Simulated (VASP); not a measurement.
# SiC (Imm2) in VASP: a series of runs, part 2 of 2

VASP 6.6.1. Earlier steps stand in the parts before.

**4. Single point, PBE (all C atoms moved +0.188 Å, as atom 2 along Cartesian [0 0 1])**

File INCAR:

```
SYSTEM = SiC
ALGO = Normal ; EDIFF = 1E-7
ENCUT = 520 ; GGA = PE
ISIF = 2 ; ISMEAR = 0
LASPH = .True. ; LCHARG = .False.
LREAL = .False. ; LWAVE = .False.
NBANDS = 11 ; NELM = 80
PREC = Accurate ; SIGMA = 0.05
```

File KPOINTS:

```
k-points
0
Gamma
  12 12 12
  0 0 0
```

File POSCAR:

```
SiC
1.0
    0.0000000000      2.1740000000      2.1740000000
    2.1740000000      0.0000000000      2.1740000000
    2.1740000000      2.1740000000      0.0000000000
Si C
1 1
Direct
    0.0000000000      0.0000000000      0.0000000000
    0.7931232751      0.7931232751      0.7068767249
```

Potentials or basis: VASP PAW PBE potentials, release 64 (Si, C).

Launch:

```console
$ cat potpaw_PBE.64/Si/POTCAR potpaw_PBE.64/C/POTCAR > POTCAR
$ mpirun -np 1 vasp_std > vasp.out
```

OUTCAR:

```text
SYSTEM = SiC
   EDIFF = 1E-7
   ENCUT = 520
   GGA = PE
   ISIF = 2
   ISMEAR = 0
   LASPH = .True.
   LREAL = .False.
   NELM = 80
   PREC = Accurate

 ion  position               nearest neighbor table
   1  0.000  0.000  0.000-   2 1.78   2 1.78   2 2.00   2 2.00
   2  0.793  0.793  0.707-   1 1.78   1 1.78   1 2.00   1 2.00

  LATTYP: Found a face centered cubic cell.
 ALAT       =     4.3480000000

  Lattice vectors:

 A1 = (   0.0000000000,   2.1740000000,   2.1740000000)
 A2 = (   2.1740000000,   0.0000000000,   2.1740000000)
 A3 = (   2.1740000000,   2.1740000000,   0.0000000000)

Analysis of symmetry for initial positions (statically):
=====================================================================
 Subroutine PRICEL returns:
 Original cell was already a primitive cell.

 Routine SETGRP: Setting up the symmetry group for a
 face centered cubic supercell.

 Subroutine GETGRP returns: Found  4 space group operations
 (whereof  4 operations were pure point group operations)
 out of a pool of 48 trial point group operations.

The static configuration has the point symmetry C_2v.

Analysis of symmetry for dynamics (positions and initial velocities):
=====================================================================
 Subroutine PRICEL returns:
 Original cell was already a primitive cell.

 Routine SETGRP: Setting up the symmetry group for a
 face centered cubic supercell.

 Subroutine GETGRP returns: Found  4 space group operations
 (whereof  4 operations were pure point group operations)
 out of a pool of 48 trial point group operations.

The dynamic configuration has the point symmetry C_2v.

 Subroutine INISYM returns: Found  4 space group operations
 (whereof  4 operations are pure point group operations),
 and found     1 'primitive' translations

----------------------------------------------------------------------------------------

                                     Primitive cell

  volume of cell :      20.5498

  direct lattice vectors                    reciprocal lattice vectors
     0.000000000  2.174000000  2.174000000    -0.229990800  0.229990800  0.229990800
     2.174000000  0.000000000  2.174000000     0.229990800 -0.229990800  0.229990800
     2.174000000  2.174000000  0.000000000     0.229990800  0.229990800 -0.229990800

  length of vectors
     3.074500285  3.074500285  3.074500285     0.398355752  0.398355752  0.398355752

  position of ions in fractional coordinates (direct lattice)
     0.000000000  0.000000000  0.000000000
     0.793123275  0.793123275  0.706876725

  ion indices of the primitive-cell ions
   primitive index   ion index
                 1           1
                 2           2

----------------------------------------------------------------------------------------

 KPOINTS: k-points

Automatic generation of k-mesh.
 Grid dimensions read from file:
 generate k-points for:   12   12   12

 Generating k-lattice:

  Cartesian coordinates                     Fractional coordinates (reciprocal lattice)
    -0.019165900  0.019165900  0.019165900     0.083333333  0.000000000  0.000000000
     0.019165900 -0.019165900  0.019165900     0.000000000  0.083333333  0.000000000
     0.019165900  0.019165900 -0.019165900     0.000000000  0.000000000  0.083333333

  Length of vectors
     0.033196313  0.033196313  0.033196313

  Shift w.r.t. Gamma in fractional coordinates (k-lattice)
     0.000000000  0.000000000  0.000000000

 Subroutine IBZKPT returns following result:
 ===========================================

 Found    280 irreducible k-points:

 Following reciprocal coordinates:
            Coordinates               Weight
  0.000000  0.000000  0.000000      1.000000
  0.083333  0.000000  0.000000      4.000000
  0.000000  0.000000  0.083333      4.000000
  0.166667  0.000000  0.000000      4.000000
  0.000000  0.000000  0.166667      4.000000
  0.250000  0.000000  0.000000      4.000000
[... 16 lines left out ...]
  0.083333  0.083333 -0.166667      4.000000
  0.333333  0.083333  0.000000      4.000000
 [... further k-points ...]
   k-points           NKPTS =    280   k-points in BZ     NKDIM =    280   number of bands    NBANDS=     11
   number of dos      NEDOS =    301   number of ions     NIONS =      2
   total plane-waves  NPLWV =  13824
   dimension x,y,z NGX =    24 NGY =   24 NGZ =   24
   dimension x,y,z NGXF=    48 NGYF=   48 NGZF=   48
   ions per type =               1   1
   NGX,Y,Z   is equivalent  to a cutoff of  12.98, 12.98, 12.98 a.u.
   NGXF,Y,Z  is equivalent  to a cutoff of  25.95, 25.95, 25.95 a.u.
 SYSTEM =  SiC
   PREC   = accura    normal or accurate (medium, high low for compatibility)
   ISTART =      0    job   : 0-new  1-cont  2-samecut
   ICHARG =      2    charge: 1-file 2-atom 10-const
   ISPIN  =      1    spin polarized calculation?
   LNONCOLLINEAR =      F non collinear calculations
   LSORBIT =      F    spin-orbit coupling
   LASPH  =      T    aspherical Exc in radial PAW
   ENCUT  =  520.0 eV  38.22 Ry    6.18 a.u.   5.72  5.72  5.72*2*pi/ulx,y,z
   NELM   =     80;   NELMIN=  2; NELMDL= -5     # of ELM steps
   EDIFF  = 0.1E-06   stopping-criterion for ELM
   LREAL  =      F    real-space projection
   EDIFFG = 0.1E-05   stopping-criterion for IOM
   NSW    =      0    number of steps for IOM
   IBRION =     -1    ionic relax: 0-MD 1-quasi-New 2-CG
   NFREE  =      0    steps in history (QN), initial steepest desc. (CG)
   ISIF   =      2    stress and relaxation
   ISYM   =      2    0-nonsym 1-usesym 2-fastsym
   POTIM  = 0.5000    time-step for ionic-motion
   TEBEG  =    0.0;   TEEND  =   0.0 temperature during run
   PSTRESS=    0.0 pullay stress
   NELECT =       8.0000    total number of electrons
   NUPDOWN=      -1.0000    fix difference up-down
   EMIN   =  10.00;   EMAX   =-10.00  energy-range for DOS
   EFERMI =   0.00;   METHOD = LEGACY
   ISMEAR =     0;   SIGMA  =   0.05  broadening in eV -4-tet -1-fermi 0-gaus
   EFERMI_NEDOS =   21; number of points for ismear=-14 and -15
   IALGO  =     38    algorithm
   IMIX   =      4    mixing-type and parameters
     AMIX     =   0.40;   BMIX     =  1.00
     AMIX_MAG =   1.60;   BMIX_MAG =  1.00
  volume/ion in A,a.u.               =      10.27        69.34
  Fermi-wavevector in a.u.,A,eV,Ry     =   1.195369  2.258920 19.441458  1.428907
  Thomas-Fermi vector in A             =   2.331336
   LORBIT       =      0    0 simple, 1 ext, 2 COOP (PROOUT), +10 PAW based schemes
   GGA     = PE    functional components
   LHFCALC =     F    Hartree Fock is set to
   AEXX    =    0.0000 exact exchange contribution
   IVDW    =     0    specifies the selected vdW correction
   LEPSILON=     F    determine dielectric tensor
   LRPA    =     F    only Hartree local field effects (RPA)
 non-spin polarized calculation
 Gauss-broadening in eV      SIGMA  =   0.05
  energy-cutoff  :      520.00
  volume of cell :       20.55
 maximum number of plane-waves:       568
   NGX = 11   NGY = 11   NGZ = 11

 number of electron       8.0000001 magnetization

 Free energy of the ion-electron system (eV)
  ---------------------------------------------------
  ext. energy  EPLUGINS =         0.00000000
  ---------------------------------------------------
  free energy    TOTEN  =       -14.71909712 eV

  energy without entropy =      -14.71909712  energy(sigma->0) =      -14.71909712

 E-fermi :   9.1205     XC(G=0): -11.3872

 val. band max:        8.9303143148   @ k =   0.0000   0.0000   0.0000
 cond. band min:       9.4314503056   @ k =   0.0000   0.5000   0.5000
 fundamental gap:      0.5011359907
 Fermi energy:         9.1204744460

 k-point     1 :       0.0000    0.0000    0.0000
  band No.  band energies     occupation
      1      -7.2975      2.00000
      2       7.2094      2.00000
      3       8.2523      2.00000
      4       8.9303      2.00000
      5      14.3236      0.00000
      6      15.3136      0.00000
      7      15.5138      0.00000
      8      15.9944      0.00000
      9      22.6679      0.00000
     10      22.6808      0.00000
     11      24.4470      0.00000
[... 309 lines left out ...]
 k-point    24 :       0.3333    0.0833    0.0000
  band No.  band energies     occupation
      1      -5.4470      2.00000
      2       2.8812      2.00000
      3       6.1884      2.00000
      4       7.6065      2.00000
      5      13.8263      0.00000
      6      15.1571      0.00000
      7      16.9869      0.00000
      8      17.9125      0.00000
      9      21.2872      0.00000
     10      23.3582      0.00000
     11      23.9898      0.00000

 [... further k-points ...]

------------------------ aborting loop because EDIFF is reached ----------------------------------------

  FORCE on cell =-STRESS in cart. coord.  units (eV):
  Direction    XX          YY          ZZ          XY          YZ          ZX
  --------------------------------------------------------------------------------------
  -------------------------------------------------------------------------------------
  Total        1.4304630      1.4304630      0.5760526      1.6893434      0.0000000      0.0000000
  in kB      111.5266377    111.5266377     44.9121768    131.7103543      0.0000000      0.0000000
  external PRESSURE =      89.3218174 kB  Pullay stress =       0.0000000 kB

 VOLUME and BASIS-vectors are now :
 -----------------------------------------------------------------------------
  energy-cutoff  :      520.00
  volume of cell :       20.55
      direct lattice vectors                 reciprocal lattice vectors
     0.000000000  2.174000000  2.174000000    -0.229990800  0.229990800  0.229990800
     2.174000000  0.000000000  2.174000000     0.229990800 -0.229990800  0.229990800
     2.174000000  2.174000000  0.000000000     0.229990800  0.229990800 -0.229990800

 POSITION                                       TOTAL-FORCE (eV/Angst)
 -----------------------------------------------------------------------------------
      0.00000      0.00000      0.00000         0.000000      0.000000      3.495038
      3.26100      3.26100      3.44850         0.000000      0.000000     -3.495038
 -----------------------------------------------------------------------------------
    total drift:                               -0.000000     -0.000000     -0.000021

  FREE ENERGIE OF THE ION-ELECTRON SYSTEM (eV)
  ---------------------------------------------------
  free  energy   TOTEN  =       -14.7190971165 eV

  energy  without entropy=      -14.7190971165  energy(sigma->0) =      -14.71909712
```

stdout:

```text
POSCAR found type information on POSCAR SiC
 POSCAR found :  2 types and       2 ions
 scaLAPACK will be used
 LDA part: xc-table for (Slater+PW92), standard interpolation
 POSCAR, INCAR and KPOINTS ok, starting setup
 FFT: planning ... GRIDC
 FFT: planning ... GRID_SOFT
 FFT: planning ... GRID
 WAVECAR not read
 entering main loop
```

It took 65 s on 1 thread of AMD EPYC 7R13, shared host; peak memory 0.15 GiB.

What came out:

```
Free energy            : -14.7191 eV
Pressure               : 8.9 GPa
Largest force          : 3.495 eV/Å
Band gap on the k mesh : 0.50 eV (least direct gap 4.11 eV)
```

Forces on the atoms (eV/Å):
```
Si   0.000  0.000  3.495
C    0.000  0.000 -3.495
```

Caveat: the cell differs from its parent crystal (all C atoms moved +0.188 Å, as atom 2 along Cartesian [0 0 1]); the cell stands under pressure; forces of over 1 eV/Å act on the atoms, so gaps and moduli don't describe the material at rest.

**5. Overview**

| cell | gap on the mesh (eV) | pressure (GPa) | largest force (eV/Å) |
| --- | --- | --- | --- |
| as given, atomic positions A | 0.66 | 7.5 | 2.84 |
| as given, atomic positions B | 0.21 | 12.8 | 4.68 |
| as given, atomic positions C | 0.50 | 8.9 | 3.50 |

Alike in all rows: task single point; level PBE; potentials or basis VASP PAW PBE potentials, release 64 (Si, C); no spin polarisation; k mesh 12 × 12 × 12; cutoff (eV) 520; smearing gaussian 0.05 eV.

Caveats: the cell stands under pressure; forces of over 1 eV/Å act on the atoms, so gaps and moduli don't describe the material at rest.

Absolute energies hang on the potentials; compare differences alone.
